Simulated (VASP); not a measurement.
Crystal: PbO (Litharge).

```
Pb O
1.0
     4.04251    0.00000    0.00000
     0.00000    4.04251    0.00000
     0.00000    0.00000    5.07593
Pb O
2 2
Direct
  0.50000 0.00000 0.76000
  0.00000 0.50000 0.24000
  0.50000 0.50000 0.00000
  0.00000 0.00000 0.00000
```

Base run:

* Program: VASP 6.6.1
* Functional: SVWN5
* Potentials or basis: VASP PAW PBE potentials, release 64 (Pb_d, O)
* Cutoff: 600 eV
* k mesh: 7 × 7 × 6
* Occupations: fermi-dirac, width 0.05 eV
* Spin: no spin polarisation

Its results: band gap on the k mesh 1.44 eV, indirect (least direct gap 2.21 eV); pressure -6.3 GPa; largest force 1.032 eV/Å.

The run is repeated on the same cell with these changes: functional from SVWN5 to BLYP. What comes out?

Band gap on the k mesh 1.56 eV, indirect (least direct gap 2.35 eV); pressure 3.4 GPa; largest force 0.183 eV/Å.

BLYP binds less tightly than SVWN5, so the same cell stands under more pressure.

Caveats: the PAW data sets were made with another functional, which shifts forces and pressure a little; spin-orbit coupling is left out, which moves the levels of the heavy elements.

A k mesh can miss the band edges.
